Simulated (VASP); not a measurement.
# Cu4Sn (Pm-3m) in VASP: a series of runs

Runs on Cu4Sn. Level: PBE. Tasks: relaxation of cell and atoms, single point.

Everything below comes from runs of VASP 6.6.1. Logs are shortened: lines on timing, memory, paths and dates and some standing lists are left out, and cuts for length are marked.

## 1. The cell of the first run

The structure is cubic, space group Pm-3m (No. 221). Conventional cell: a = 4.133 Å, b = 4.133 Å, c = 4.133 Å, α = 90.00°, β = 90.00°, γ = 90.00°. Within 2.7 Å of Cu (site symmetry 4/mmm) lie 2 Sn at 2.07 Å. Cu (site symmetry m-3m) has 12 Cu at 2.92 Å and 8 Sn at 3.58 Å within 3.8 Å. Within 2.7 Å of Sn (site symmetry m-3m) lie 6 Cu at 2.07 Å.

## 2. Relaxation of cell and atoms, PBE

File INCAR:

```
PREC = Accurate
ENCUT = 600
EDIFF = 1E-7
ISMEAR = 0
SIGMA = 0.1
LREAL = False
LASPH = True
NELM = 100
ALGO = Normal
ISIF = 3
LWAVE = False
LCHARG = False
GGA = PE
IBRION = 2
NSW = 90
EDIFFG = -0.04
```

File KPOINTS:

```
regular mesh
0
Gamma
  4 4 4
```

File POSCAR:

```
Cu4Sn
1.0
    4.1329371100      0.0000000000      0.0000000000
    0.0000000000      4.1329371100      0.0000000000
    0.0000000000      0.0000000000      4.1329371100
Cu Sn
4 1
Direct
    0.0000000000      0.5000000000      0.5000000000
    0.5000000000      0.5000000000      0.0000000000
    0.5000000000      0.0000000000      0.5000000000
    0.0000000000      0.0000000000      0.0000000000
    0.5000000000      0.5000000000      0.5000000000
```

Potentials or basis: VASP PAW PBE potentials, release 64 (Cu, Sn_d).

Launch:

```bash
cat potpaw_PBE.64/Cu/POTCAR potpaw_PBE.64/Sn_d/POTCAR > POTCAR
mpirun -np 1 vasp_std > vasp.out
```

OUTCAR:

```text
PREC = Accurate
   ENCUT = 600
   EDIFF = 1E-7
   ISMEAR = 0
   LREAL = False
   LASPH = True
   NELM = 100
   ISIF = 3
   GGA = PE
   IBRION = 2
   NSW = 90
   EDIFFG = -0.04

 ion  position               nearest neighbor table
   1  0.000  0.500  0.500-   5 2.07   5 2.07
   2  0.500  0.500  0.000-   5 2.07   5 2.07
   3  0.500  0.000  0.500-   5 2.07   5 2.07
   4  0.000  0.000  0.000-
   5  0.500  0.500  0.500-   1 2.07   2 2.07   3 2.07   2 2.07   3 2.07   1 2.07

  LATTYP: Found a simple cubic cell.
 ALAT       =     4.1329371100

  Lattice vectors:

 A1 = (   4.1329371100,   0.0000000000,   0.0000000000)
 A2 = (   0.0000000000,   4.1329371100,   0.0000000000)
 A3 = (   0.0000000000,   0.0000000000,   4.1329371100)

Analysis of symmetry for initial positions (statically):
=====================================================================
 Subroutine PRICEL returns:
 Original cell was already a primitive cell.

 Routine SETGRP: Setting up the symmetry group for a
 simple cubic supercell.

 Subroutine GETGRP returns: Found 48 space group operations
 (whereof 48 operations were pure point group operations)
 out of a pool of 48 trial point group operations.

The static configuration has the point symmetry O_h .

Analysis of symmetry for dynamics (positions and initial velocities):
=====================================================================
 Subroutine PRICEL returns:
 Original cell was already a primitive cell.

 Routine SETGRP: Setting up the symmetry group for a
 simple cubic supercell.

 Subroutine GETGRP returns: Found 48 space group operations
 (whereof 48 operations were pure point group operations)
 out of a pool of 48 trial point group operations.

The dynamic configuration has the point symmetry O_h .

 Subroutine INISYM returns: Found 48 space group operations
 (whereof 48 operations are pure point group operations),
 and found     1 'primitive' translations

----------------------------------------------------------------------------------------

                                     Primitive cell

  volume of cell :      70.5954

  direct lattice vectors                    reciprocal lattice vectors
     4.132937110  0.000000000  0.000000000     0.241958678  0.000000000  0.000000000
     0.000000000  4.132937110  0.000000000     0.000000000  0.241958678  0.000000000
     0.000000000  0.000000000  4.132937110     0.000000000  0.000000000  0.241958678

  length of vectors
     4.132937110  4.132937110  4.132937110     0.241958678  0.241958678  0.241958678

[... 55 lines left out ...]
   total plane-waves  NPLWV =  46656
   dimension x,y,z NGX =    36 NGY =   36 NGZ =   36
   dimension x,y,z NGXF=    72 NGYF=   72 NGZF=   72
   ions per type =               4   1
   NGX,Y,Z   is equivalent  to a cutoff of  14.48, 14.48, 14.48 a.u.
   NGXF,Y,Z  is equivalent  to a cutoff of  28.96, 28.96, 28.96 a.u.
 SYSTEM =  unknown system
   PREC   = accura    normal or accurate (medium, high low for compatibility)
   ISTART =      0    job   : 0-new  1-cont  2-samecut
   ICHARG =      2    charge: 1-file 2-atom 10-const
   ISPIN  =      1    spin polarized calculation?
   LNONCOLLINEAR =      F non collinear calculations
   LSORBIT =      F    spin-orbit coupling
   LASPH  =      T    aspherical Exc in radial PAW
   ENCUT  =  600.0 eV  44.10 Ry    6.64 a.u.   8.25  8.25  8.25*2*pi/ulx,y,z
   NELM   =    100;   NELMIN=  2; NELMDL= -5     # of ELM steps
   EDIFF  = 0.1E-06   stopping-criterion for ELM
   LREAL  =      F    real-space projection
   EDIFFG = -.4E-01   stopping-criterion for IOM
   NSW    =     90    number of steps for IOM
   IBRION =      2    ionic relax: 0-MD 1-quasi-New 2-CG
   NFREE  =      1    steps in history (QN), initial steepest desc. (CG)
   ISIF   =      3    stress and relaxation
   ISYM   =      2    0-nonsym 1-usesym 2-fastsym
   POTIM  = 0.5000    time-step for ionic-motion
   TEBEG  =    0.0;   TEEND  =   0.0 temperature during run
   PSTRESS=    0.0 pullay stress
   NELECT =      58.0000    total number of electrons
   NUPDOWN=      -1.0000    fix difference up-down
   EMIN   =  10.00;   EMAX   =-10.00  energy-range for DOS
   EFERMI =   0.00;   METHOD = LEGACY
   ISMEAR =     0;   SIGMA  =   0.10  broadening in eV -4-tet -1-fermi 0-gaus
   EFERMI_NEDOS =   21; number of points for ismear=-14 and -15
   IALGO  =     38    algorithm
   IMIX   =      4    mixing-type and parameters
     AMIX     =   0.40;   BMIX     =  1.00
     AMIX_MAG =   1.60;   BMIX_MAG =  1.00
  volume/ion in A,a.u.               =      14.12        95.28
  Fermi-wavevector in a.u.,A,eV,Ry     =   1.533294  2.897505 31.987157  2.350990
  Thomas-Fermi vector in A             =   2.640381
   LORBIT       =      0    0 simple, 1 ext, 2 COOP (PROOUT), +10 PAW based schemes
   GGA     = PE    functional components
   LHFCALC =     F    Hartree Fock is set to
   AEXX    =    0.0000 exact exchange contribution
   IVDW    =     0    specifies the selected vdW correction
   LEPSILON=     F    determine dielectric tensor
   LRPA    =     F    only Hartree local field effects (RPA)
 conjugate gradient relaxation of ions
 non-spin polarized calculation
 Gauss-broadening in eV      SIGMA  =   0.10
  energy-cutoff  :      600.00
  volume of cell :       70.60
 maximum number of plane-waves:      2373
 NGX is ok and might be reduce to    36
   NGX = 17   NGY = 17   NGZ = 17

--------------------------------------- Ionic step        1  -------------------------------------------

 number of electron      58.0000043 magnetization

 Free energy of the ion-electron system (eV)
  ---------------------------------------------------
  ext. energy  EPLUGINS =         0.00000000
  ---------------------------------------------------
  free energy    TOTEN  =        -8.34225304 eV

  energy without entropy =       -8.32697507  energy(sigma->0) =       -8.33461405

 E-fermi :   8.4897     XC(G=0): -11.9552

 val. band max:        8.4370459491   @ k =   0.5000   0.0000   0.0000
 cond. band min:       8.5105987981   @ k =   0.5000   0.2500   0.0000
 fundamental gap:      0.0735528491
 Fermi energy:         8.4897457920

 k-point     1 :       0.0000    0.0000    0.0000
  band No.  band energies     occupation
      1     -14.1682      2.00000
      2     -14.1682      2.00000
      3     -13.6679      2.00000
      4     -13.6679      2.00000
      5     -13.6679      2.00000
      6      -3.7923      2.00000
[... 475 lines left out ...]
--------------------------------------- Ionic step        4  -------------------------------------------

 number of electron      58.0000092 magnetization

 Free energy of the ion-electron system (eV)
  ---------------------------------------------------
  ext. energy  EPLUGINS =         0.00000000
  ---------------------------------------------------
  free energy    TOTEN  =       -13.70641828 eV

  energy without entropy =      -13.69156972  energy(sigma->0) =      -13.69899400

 E-fermi :   3.7408     XC(G=0):  -9.6351

 val. band max:        3.5353739261   @ k =   0.5000   0.0000   0.0000
 cond. band min:       3.7499062010   @ k =   0.5000   0.5000   0.5000
 fundamental gap:      0.2145322750
 Fermi energy:         3.7408087284

 k-point     1 :       0.0000    0.0000    0.0000
  band No.  band energies     occupation
      1     -17.4102      2.00000
      2     -17.4102      2.00000
      3     -17.2409      2.00000
      4     -17.2409      2.00000
      5     -17.2409      2.00000
      6      -5.5692      2.00000
[... 391 lines left out ...]
  FREE ENERGIE OF THE ION-ELECTRON SYSTEM (eV)
  ---------------------------------------------------
  free  energy   TOTEN  =       -13.7064182771 eV

  energy  without entropy=      -13.6915697185  energy(sigma->0) =      -13.69899400

 reached required accuracy - stopping structural energy minimisation
```

OSZICAR:

```text
N       E                     dE             d eps       ncg     rms          rms(c)
DAV:   1     0.563884218245E+03    0.56388E+03   -0.30039E+04   696   0.336E+03
DAV:   2     0.643986080030E+02   -0.49949E+03   -0.49090E+03   680   0.595E+02
DAV:   3    -0.870602889418E+01   -0.73105E+02   -0.71486E+02   702   0.259E+02
[... 63 lines left out ...]
DAV:   8    -0.137064174133E+02    0.13284E-04   -0.24729E-04   828   0.343E-01    0.153E-02
DAV:   9    -0.137064208893E+02   -0.34761E-05   -0.29646E-05   938   0.715E-02    0.130E-02
DAV:  10    -0.137064180851E+02    0.28042E-05   -0.19801E-05   946   0.767E-02    0.609E-04
DAV:  11    -0.137064182897E+02   -0.20455E-06   -0.27326E-06   650   0.132E-02    0.630E-04
DAV:  12    -0.137064182771E+02    0.12546E-07   -0.40339E-08   366   0.245E-03
   4 F= -.13706418E+02 E0= -.13698994E+02  d E =-.536417E+01
```

Wall time 3.3 min (1 thread of AMD EPYC 7R13 (Zen 3), shared host); peak memory 0.19 GiB.

Results:

| Quantity | Value |
| --- | --- |
| Free energy | -13.7064 eV |
| Relaxed volume | 22.22 Å³/atom |
| Relaxed cell | a = 4.808 Å, b = 4.808 Å, c = 4.808 Å, α = 90.00°, β = 90.00°, γ = 90.00° |
| Space group after relaxing (to 0.05 Å) | Pm-3m (No. 221) |
| Energy gained by relaxing | 1072.8 meV/atom |
| Ionic steps | 4 |
| Pressure after relaxing | -0.3 GPa |
| Band gap on the k mesh | zero (band 29 reaches 3.77 eV, above the bottom of band 30 at 3.20 eV) |

Step by step:
| step | energy change (eV) | largest force (eV/Å) | pressure (GPa) | volume (Å³) |
| --- | --- | --- | --- | --- |
| 1 | 0.0000 | 0.0000 | 66.19 | 70.60 |
| 2 | -4.2288 | 0.0000 | -7.10 | 148.53 |
| 3 | -5.3626 | 0.0000 | 0.57 | 109.15 |
| 4 | -5.3642 | 0.0000 | -0.28 | 111.12 |

Final structure:
```xyz
5
Lattice="4.8076 0.0000 0.0000 0.0000 4.8076 0.0000 0.0000 0.0000 4.8076" Properties=species:S:1:pos:R:3 pbc="T T T"
Cu    0.0000    2.4038    2.4038
Cu    2.4038    2.4038    0.0000
Cu    2.4038    0.0000    2.4038
Cu    0.0000    0.0000    0.0000
Sn    2.4038    2.4038    2.4038
```

Levels at points of the mesh, in eV from the Fermi level:
| k point | band 27 | band 28 | band 29 | band 30 | band 31 | band 32 |
| --- | --- | --- | --- | --- | --- | --- |
| (0.00, 0.00, 0.00) | -1.42 | -1.42 | -1.42 | 0.41 | 1.47 | 1.47 |
| (0.50, 0.00, 0.00) | -1.43 | -0.21 | -0.21 | 1.32 | 1.72 | 1.74 |
| (0.50, 0.50, 0.00) | -1.50 | -1.46 | -1.06 | 0.55 | 2.36 | 4.10 |
| (0.50, 0.50, 0.50) | -0.77 | -0.77 | -0.77 | 0.01 | 0.01 | 0.01 |

Caveat: the k points lie up to 0.33 Å⁻¹ apart in the final cell; the volume moved by over 15 % at a fixed basis, so the end points are rough; spin-orbit coupling is left out, which moves the levels of the heavy elements.

## 3. Single point, PBE

File INCAR:

```
SYSTEM = Cu4Sn
ALGO     = Normal         ! electronic algorithm
EDIFF    = 1E-7           ! SCF threshold, eV
ENCUT    = 520            ! plane-wave cutoff, eV
GGA      = PE             ! functional
ISIF     = 2              ! what is computed and relaxed
ISMEAR   = 0              ! smearing method
LASPH    = .TRUE.         ! aspherical terms in the spheres
LCHARG   = .FALSE.        ! write CHGCAR
LREAL    = .FALSE.        ! projectors in reciprocal space
LWAVE    = .FALSE.        ! write WAVECAR
NBANDS   = 37             ! bands
NELM     = 100            ! most SCF steps
PREC     = Accurate       ! precision mode
SIGMA    = 0.1            ! smearing width, eV
```

File KPOINTS:

```
k-points
0
G
  4 4 4
  0 0 0
```

POSCAR is that of step 2.

Potentials or basis: VASP PAW PBE potentials, release 64 (Cu, Sn_d).

Launch:

```bash
cat potpaw_PBE.64/Cu/POTCAR potpaw_PBE.64/Sn_d/POTCAR > POTCAR
mpirun -np 1 vasp_std > vasp.out
```

It took 55 s on 1 thread of Intel Xeon 8259CL, shared host; peak memory 0.15 GiB.

It converged, with:

```
Free energy            : -8.3414 eV
Pressure               : 66.1 GPa
Band gap on the k mesh : zero (band 29 reaches 8.51 eV, above the bottom of band 30 at 7.95 eV)
```

Levels at points of the mesh, in eV from the Fermi level:
```
           k point  band 25  band 26  band 27  band 28  band 29  band 30  band 31  band 32  band 33  band 34
(0.00, 0.00, 0.00)    -2.15    -2.15    -1.94    -1.94    -1.94     1.87     2.96     2.96     6.17     6.17
(0.50, 0.00, 0.00)    -2.21    -2.14    -1.95    -0.05    -0.05     2.85     3.34     3.45     3.45     3.54
(0.50, 0.50, 0.00)    -2.30    -2.30    -2.15    -1.88    -1.44     1.35     4.78     5.37     5.37     5.63
(0.50, 0.50, 0.50)    -2.01    -2.01    -1.40    -1.40    -1.40    -0.54    -0.54    -0.54     1.10    13.15
```

Caveat: the k points lie up to 0.38 Å⁻¹ apart; spin-orbit coupling is left out, which moves the levels of the heavy elements.
